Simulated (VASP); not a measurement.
# GaN (I-4m2) in VASP: further runs

Runs on GaN. Level: PBE. Tasks: single point.

Everything below comes from runs of VASP 6.6.1. Logs are shortened: lines on timing, memory, paths and dates and some standing lists are left out, and cuts for length are marked.

**1. The cell of the first run**

Symmetry: I-4m2, No. 119, tetragonal system. The conventional cell has a = 3.120 Å, b = 3.120 Å, c = 4.685 Å, α = 90.00°, β = 90.00°, γ = 90.00°. Ga (site symmetry -4m2) has 4 N at 1.95 Å within 2.6 Å. Within 2.6 Å of N (site symmetry -4m2) lie 4 Ga at 1.95 Å.

**2. Single point, PBE (strain -0.030 along x and y, +0.030 along z)**

The input, INCAR:

```
SYSTEM = GaN
ALGO     = Normal         ! electronic algorithm
EDIFF    = 1E-6           ! SCF threshold, eV
ENCUT    = 520            ! plane-wave cutoff, eV
GGA      = PE             ! functional
ISIF     = 2              ! what is computed and relaxed
ISMEAR   = 0              ! smearing method
LASPH    = .True.         ! aspherical terms in the spheres
LCHARG   = .True.         ! write CHGCAR
LELF     = .True.         ! ELF
LREAL    = .False.        ! projectors in reciprocal space
LVHAR    = .True.       
LWAVE    = .False.        ! write WAVECAR
NBANDS   = 16             ! bands
NELM     = 80             ! most SCF steps
PREC     = Accurate       ! precision mode
SIGMA    = 0.05           ! smearing width, eV
```

The input, KPOINTS:

```
k-points
0
Gamma
  10 10 10
  0 0 0
```

The input, POSCAR:

```
GaN
1.0
    0.0000000000      2.2060113380      2.3424656476
    2.2060113380      0.0000000000      2.3424656476
    2.2060113380      2.2060113380      0.0000000000
Ga N
1 1
Direct
    0.0000000000      0.0000000000      0.0000000000
    0.7500000000      0.7500000000      0.7500000000
```

Potentials or basis: VASP PAW PBE potentials, release 64 (Ga_d, N).

Command:

```bash
> cat potpaw_PBE.64/Ga_d/POTCAR potpaw_PBE.64/N/POTCAR > POTCAR
> mpirun -np 1 vasp_std > vasp.out
```

OUTCAR:

```text
SYSTEM = GaN
   EDIFF = 1E-6
   ENCUT = 520
   GGA = PE
   ISIF = 2
   ISMEAR = 0
   LASPH = .True.
   LREAL = .False.
   NELM = 80
   PREC = Accurate

 ion  position               nearest neighbor table
   1  0.000  0.000  0.000-   2 1.95   2 1.95   2 1.95   2 1.95
   2  0.750  0.750  0.750-   1 1.95   1 1.95   1 1.95   1 1.95

  LATTYP: Found a body centered tetragonal cell.
 ALAT       =     3.1197711529
 C/A-ratio  =     1.5016906900

  Lattice vectors:

 A1 = (  -2.2060113380,   0.0000000000,   2.3424656476)
 A2 = (   2.2060113380,   0.0000000000,   2.3424656476)
 A3 = (   0.0000000000,   2.2060113380,  -2.3424656476)

Analysis of symmetry for initial positions (statically):
=====================================================================
 Subroutine PRICEL returns:
 Original cell was already a primitive cell.

 Routine SETGRP: Setting up the symmetry group for a
 body centered tetragonal supercell.

 Subroutine GETGRP returns: Found  8 space group operations
 (whereof  8 operations were pure point group operations)
 out of a pool of 16 trial point group operations.

The static configuration has the point symmetry D_2d.

Analysis of symmetry for dynamics (positions and initial velocities):
=====================================================================
 Subroutine PRICEL returns:
 Original cell was already a primitive cell.

 Routine SETGRP: Setting up the symmetry group for a
 body centered tetragonal supercell.

 Subroutine GETGRP returns: Found  8 space group operations
 (whereof  8 operations were pure point group operations)
 out of a pool of 16 trial point group operations.

The dynamic configuration has the point symmetry D_2d.

 Subroutine INISYM returns: Found  8 space group operations
 (whereof  8 operations are pure point group operations),
 and found     1 'primitive' translations

----------------------------------------------------------------------------------------

                                     Primitive cell

  volume of cell :      22.7992

  direct lattice vectors                    reciprocal lattice vectors
     0.000000000  2.206011338  2.342465648    -0.226653414  0.226653414  0.213450302
     2.206011338  0.000000000  2.342465648     0.226653414 -0.226653414  0.213450302
     2.206011338  2.206011338  0.000000000     0.226653414  0.226653414 -0.213450302

  length of vectors
     3.217705912  3.217705912  3.119771153     0.385103325  0.385103325  0.385103325

  position of ions in fractional coordinates (direct lattice)
     0.000000000  0.000000000  0.000000000
     0.750000000  0.750000000  0.750000000

  ion indices of the primitive-cell ions
   primitive index   ion index
                 1           1
                 2           2

----------------------------------------------------------------------------------------

 KPOINTS: k-points

Automatic generation of k-mesh.
 Grid dimensions read from file:
 generate k-points for:   10   10   10

 Generating k-lattice:

  Cartesian coordinates                     Fractional coordinates (reciprocal lattice)
    -0.022665341  0.022665341  0.021345030     0.100000000  0.000000000  0.000000000
     0.022665341 -0.022665341  0.021345030     0.000000000  0.100000000  0.000000000
     0.022665341  0.022665341 -0.021345030    -0.000000000 -0.000000000  0.100000000

  Length of vectors
     0.038510333  0.038510333  0.038510333

  Shift w.r.t. Gamma in fractional coordinates (k-lattice)
     0.000000000  0.000000000  0.000000000

 Subroutine IBZKPT returns following result:
 ===========================================

 Found    102 irreducible k-points:

 Following reciprocal coordinates:
            Coordinates               Weight
  0.000000  0.000000  0.000000      1.000000
  0.100000 -0.000000  0.000000      8.000000
  0.200000 -0.000000  0.000000      8.000000
  0.300000 -0.000000  0.000000      8.000000
  0.400000 -0.000000  0.000000      8.000000
  0.500000 -0.000000  0.000000      4.000000
[... 16 lines left out ...]
  0.300000  0.300000  0.000000      2.000000
  0.400000  0.300000  0.000000      8.000000
 [... further k-points ...]
   k-points           NKPTS =    102   k-points in BZ     NKDIM =    102   number of bands    NBANDS=     16
   number of dos      NEDOS =    301   number of ions     NIONS =      2
   total plane-waves  NPLWV =  13824
   dimension x,y,z NGX =    24 NGY =   24 NGZ =   24
   dimension x,y,z NGXF=    48 NGYF=   48 NGZF=   48
   ions per type =               1   1
   NGX,Y,Z   is equivalent  to a cutoff of  12.40, 12.40, 12.79 a.u.
   NGXF,Y,Z  is equivalent  to a cutoff of  24.80, 24.80, 25.58 a.u.
 SYSTEM =  GaN
   PREC   = accura    normal or accurate (medium, high low for compatibility)
   ISTART =      0    job   : 0-new  1-cont  2-samecut
   ICHARG =      2    charge: 1-file 2-atom 10-const
   ISPIN  =      1    spin polarized calculation?
   LNONCOLLINEAR =      F non collinear calculations
   LSORBIT =      F    spin-orbit coupling
   LASPH  =      T    aspherical Exc in radial PAW
   ENCUT  =  520.0 eV  38.22 Ry    6.18 a.u.   5.98  5.98  5.80*2*pi/ulx,y,z
   NELM   =     80;   NELMIN=  2; NELMDL= -5     # of ELM steps
   EDIFF  = 0.1E-05   stopping-criterion for ELM
   LREAL  =      F    real-space projection
   EDIFFG = 0.1E-04   stopping-criterion for IOM
   NSW    =      0    number of steps for IOM
   IBRION =     -1    ionic relax: 0-MD 1-quasi-New 2-CG
   NFREE  =      0    steps in history (QN), initial steepest desc. (CG)
   ISIF   =      2    stress and relaxation
   ISYM   =      2    0-nonsym 1-usesym 2-fastsym
   POTIM  = 0.5000    time-step for ionic-motion
   TEBEG  =    0.0;   TEEND  =   0.0 temperature during run
   PSTRESS=    0.0 pullay stress
   NELECT =      18.0000    total number of electrons
   NUPDOWN=      -1.0000    fix difference up-down
   EMIN   =  10.00;   EMAX   =-10.00  energy-range for DOS
   EFERMI =   0.00;   METHOD = LEGACY
   ISMEAR =     0;   SIGMA  =   0.05  broadening in eV -4-tet -1-fermi 0-gaus
   EFERMI_NEDOS =   21; number of points for ismear=-14 and -15
   IALGO  =     38    algorithm
   IMIX   =      4    mixing-type and parameters
     AMIX     =   0.40;   BMIX     =  1.00
     AMIX_MAG =   1.60;   BMIX_MAG =  1.00
  volume/ion in A,a.u.               =      11.40        76.93
  Fermi-wavevector in a.u.,A,eV,Ry     =   1.513071  2.859290 31.148976  2.289385
  Thomas-Fermi vector in A             =   2.622911
   LORBIT       =      0    0 simple, 1 ext, 2 COOP (PROOUT), +10 PAW based schemes
   GGA     = PE    functional components
   LHFCALC =     F    Hartree Fock is set to
   AEXX    =    0.0000 exact exchange contribution
   IVDW    =     0    specifies the selected vdW correction
   LEPSILON=     F    determine dielectric tensor
   LRPA    =     F    only Hartree local field effects (RPA)
 non-spin polarized calculation
 Gauss-broadening in eV      SIGMA  =   0.05
  energy-cutoff  :      520.00
  volume of cell :       22.80
 maximum number of plane-waves:       636
   NGX = 11   NGY = 11   NGZ = 11

 number of electron      18.0000007 magnetization

 Free energy of the ion-electron system (eV)
  ---------------------------------------------------
  ext. energy  EPLUGINS =         0.00000000
  ---------------------------------------------------
  free energy    TOTEN  =       -12.11751198 eV

  energy without entropy =      -12.11751198  energy(sigma->0) =      -12.11751198

 E-fermi :   5.7356     XC(G=0): -11.6918

 val. band max:        5.4272657639   @ k =   0.0000   0.0000   0.0000
 cond. band min:       7.0595464013   @ k =   0.0000   0.0000   0.0000
 fundamental gap:      1.6322806374
 Fermi energy:         5.7355892941

 k-point     1 :       0.0000    0.0000    0.0000
  band No.  band energies     occupation
      1     -10.6358      2.00000
      2      -8.1730      2.00000
      3      -8.1041      2.00000
      4      -8.1041      2.00000
      5      -7.8082      2.00000
      6      -7.8070      2.00000
[... 8 lines left out ...]
     15      22.9949      0.00000
     16      23.8189      0.00000

 k-point     2 :       0.1000   -0.0000    0.0000
  band No.  band energies     occupation
      1     -10.5244      2.00000
      2      -8.1510      2.00000
      3      -8.0907      2.00000
      4      -8.0745      2.00000
      5      -7.8098      2.00000
      6      -7.8073      2.00000
[... 8 lines left out ...]
     15      23.3549      0.00000
     16      23.5856      0.00000

 k-point     3 :       0.2000   -0.0000    0.0000
  band No.  band energies     occupation
      1     -10.2436      2.00000
      2      -8.1083      2.00000
      3      -8.0592      2.00000
      4      -7.9286      2.00000
      5      -7.8131      2.00000
      6      -7.7967      2.00000
[... 8 lines left out ...]
     15      22.5186      0.00000
     16      22.5804      0.00000

 k-point     4 :       0.3000   -0.0000    0.0000
  band No.  band energies     occupation
      1      -9.9446      2.00000
      2      -8.0784      2.00000
      3      -8.0308      2.00000
      4      -7.8059      2.00000
      5      -7.7862      2.00000
      6      -7.5256      2.00000
[... 8 lines left out ...]
     15      22.7678      0.00000
     16      22.8012      0.00000
[... 324 lines left out ...]
 k-point    22 :      -0.2000    0.2000    0.0000
  band No.  band energies     occupation
      1      -9.8429      2.00000
      2      -8.0638      2.00000
      3      -8.0037      2.00000
      4      -7.8400      2.00000
      5      -7.8219      2.00000
      6      -7.3039      2.00000
[... 8 lines left out ...]
     15      23.0835      0.00000
     16      25.4498      0.00000

 k-point    23 :       0.3000    0.3000    0.0000
  band No.  band energies     occupation
      1      -9.7965      2.00000
      2      -7.9610      2.00000
      3      -7.9216      2.00000
      4      -7.9216      2.00000
      5      -7.7677      2.00000
      6      -7.4627      2.00000
[... 8 lines left out ...]
     15      28.1169      0.00000
     16      28.2735      0.00000

 k-point    24 :       0.4000    0.3000    0.0000
  band No.  band energies     occupation
      1      -9.6701      2.00000
      2      -7.9804      2.00000
      3      -7.8930      2.00000
      4      -7.8887      2.00000
      5      -7.7607      2.00000
      6      -7.0269      2.00000
[... 8 lines left out ...]
     15      27.8813      0.00000
     16      28.3058      0.00000

 [... further k-points ...]

------------------------ aborting loop because EDIFF is reached ----------------------------------------

  FORCE on cell =-STRESS in cart. coord.  units (eV):
  Direction    XX          YY          ZZ          XY          YZ          ZX
  --------------------------------------------------------------------------------------
  -------------------------------------------------------------------------------------
  Total        1.1934985      1.1934985      0.0063224      0.0000000      0.0000000      0.0000000
  in kB       83.8713723     83.8713723      0.4442981      0.0000000      0.0000000      0.0000000
  external PRESSURE =      56.0623476 kB  Pullay stress =       0.0000000 kB

 VOLUME and BASIS-vectors are now :
 -----------------------------------------------------------------------------
  energy-cutoff  :      520.00
  volume of cell :       22.80
      direct lattice vectors                 reciprocal lattice vectors
     0.000000000  2.206011338  2.342465648    -0.226653414  0.226653414  0.213450302
     2.206011338  0.000000000  2.342465648     0.226653414 -0.226653414  0.213450302
     2.206011338  2.206011338  0.000000000     0.226653414  0.226653414 -0.213450302

 POSITION                                       TOTAL-FORCE (eV/Angst)
 -----------------------------------------------------------------------------------
      0.00000      0.00000      0.00000         0.000000      0.000000      0.000000
      3.30902      3.30902      3.51370        -0.000000     -0.000000     -0.000000
 -----------------------------------------------------------------------------------
    total drift:                               -0.000001     -0.000001     -0.000001

  FREE ENERGIE OF THE ION-ELECTRON SYSTEM (eV)
  ---------------------------------------------------
  free  energy   TOTEN  =       -12.1175119807 eV

  energy  without entropy=      -12.1175119807  energy(sigma->0) =      -12.11751198
```

Wall time 17 s (1 thread of Intel Xeon 6975P-C, shared host); peak memory 0.16 GiB.

Results:

* Free energy: -12.1175 eV
* Pressure: 5.6 GPa
* Band gap on the k mesh: 1.63 eV, direct

Levels at points of the mesh, in eV from the valence-band top:
| k point | band 6 | band 7 | band 8 | band 9 | band 10 | band 11 | band 12 | band 13 |
| --- | --- | --- | --- | --- | --- | --- | --- | --- |
| (0.00, 0.00, 0.00) | -13.23 | -0.31 | 0.00 | 0.00 | 1.63 | 10.19 | 10.19 | 10.35 |
| (0.50, 0.00, 0.00) | -11.99 | -7.15 | -1.31 | -0.84 | 4.46 | 8.65 | 9.98 | 10.75 |
| (0.50, 0.50, 0.00) | -11.78 | -6.67 | -2.50 | -2.50 | 3.54 | 7.20 | 11.10 | 14.10 |
| (0.50, 0.00, 0.50) | -11.46 | -6.01 | -2.96 | -2.94 | 3.13 | 6.27 | 11.88 | 13.08 |

Caveat: the cell differs from its parent crystal (strain -0.030 along x and y, +0.030 along z).

**3. Single point, PBE (strain +0.000 along x and y, -0.030 along z)**

The input, INCAR:

```
SYSTEM = GaN
  ALGO = Normal
  EDIFF = 1E-6
  ENCUT = 520
  GGA = PE
  ISIF = 2
  ISMEAR = 0
  LASPH = .True.
  LCHARG = .False.
  LREAL = .False.
  LWAVE = .False.
  NBANDS = 16
  NELM = 100
  PREC = Accurate
  SIGMA = 0.05
```

KPOINTS is that of step 2.

The input, POSCAR:

```
GaN
1.0
    0.0000000000      2.2742384928      2.2060113380
    2.2742384928      0.0000000000      2.2060113380
    2.2742384928      2.2742384928      0.0000000000
Ga N
1 1
Direct
    0.0000000000      0.0000000000      0.0000000000
    0.7500000000      0.7500000000      0.7500000000
```

Potentials or basis: VASP PAW PBE potentials, release 64 (Ga_d, N).

Command:

```bash
> cat potpaw_PBE.64/Ga_d/POTCAR potpaw_PBE.64/N/POTCAR > POTCAR
> mpirun -np 1 vasp_std > vasp.out
```

It took 18 s on 1 thread of Intel Xeon 6975P-C, shared host; peak memory 0.16 GiB.

The run converged. Its results:

- Free energy: -12.1358 eV
- Pressure: 5.6 GPa
- Band gap on the k mesh: 1.65 eV, direct

Stress tensor (GPa, compression positive):
```
4.47 0.00 0.00
0.00 4.47 0.00
0.00 0.00 7.87
```

Levels at points of the mesh, in eV from the valence-band top:
```tsv
k point	band 7	band 8	band 9	band 10	band 11	band 12
(0.00, 0.00, 0.00)	-0.13	-0.13	0.00	1.65	10.18	10.27
(0.50, 0.00, 0.00)	-7.14	-1.17	-0.95	4.55	8.66	10.07
(0.50, 0.50, 0.00)	-6.00	-2.95	-2.95	3.14	6.26	11.92
(0.50, 0.00, 0.50)	-6.33	-2.72	-2.71	3.33	6.76	11.50
```

Caveat: the cell differs from its parent crystal (strain +0.000 along x and y, -0.030 along z).

**4. Single point, PBE (strain -0.030 along x and y, +0.015 along z)**

The input, INCAR:

```
ALGO = Normal
EDIFF = 1E-6
ENCUT = 520
GGA = PE
ISIF = 2
ISMEAR = 0
LASPH = True
LCHARG = False
LREAL = False
LWAVE = False
NBANDS = 16
NELM = 60
PREC = Accurate
SIGMA = 0.05
```

The input, KPOINTS:

```
k-points
0
Gamma
  10 10 10
```

The input, POSCAR:

```
GaN
1.0
    0.0000000000      2.2060113380      2.3083520702
    2.2060113380      0.0000000000      2.3083520702
    2.2060113380      2.2060113380      0.0000000000
Ga N
1 1
Direct
    0.0000000000      0.0000000000      0.0000000000
    0.7500000000      0.7500000000      0.7500000000
```

Command:

```bash
> cat potpaw_PBE.64/Ga_d/POTCAR potpaw_PBE.64/N/POTCAR > POTCAR
> mpirun -np 1 vasp_std > vasp.out
```

Wall time 16 s (1 thread of Intel Xeon 6975P-C, shared host); peak memory 0.16 GiB.

The run converged. Its results:

- Free energy: -12.1125 eV
- Pressure: 8.7 GPa
- Band gap on the k mesh: 1.76 eV, direct

Stress tensor (GPa, compression positive):
```
10.68  0.00  0.00
 0.00 10.68  0.00
 0.00  0.00  4.64
```

Levels at points of the mesh, in eV from the valence-band top:
| k point | band 5 | band 6 | band 7 | band 8 | band 9 | band 10 | band 11 | band 12 | band 13 | band 14 |
| --- | --- | --- | --- | --- | --- | --- | --- | --- | --- | --- |
| (0.00, 0.00, 0.00) | -13.20 | -13.20 | -0.23 | 0.00 | 0.00 | 1.76 | 10.32 | 10.32 | 10.44 | 17.79 |
| (0.50, 0.00, 0.00) | -13.14 | -11.95 | -7.23 | -1.24 | -0.89 | 4.63 | 8.75 | 10.12 | 10.74 | 15.67 |
| (0.50, 0.50, 0.00) | -13.13 | -11.70 | -6.61 | -2.60 | -2.60 | 3.50 | 7.18 | 11.34 | 14.24 | 14.24 |
| (0.50, 0.00, 0.50) | -13.11 | -11.45 | -6.10 | -2.96 | -2.94 | 3.19 | 6.46 | 11.97 | 13.46 | 14.54 |

Caveat: the cell differs from its parent crystal (strain -0.030 along x and y, +0.015 along z).

(Continued in part 2 of 2.)
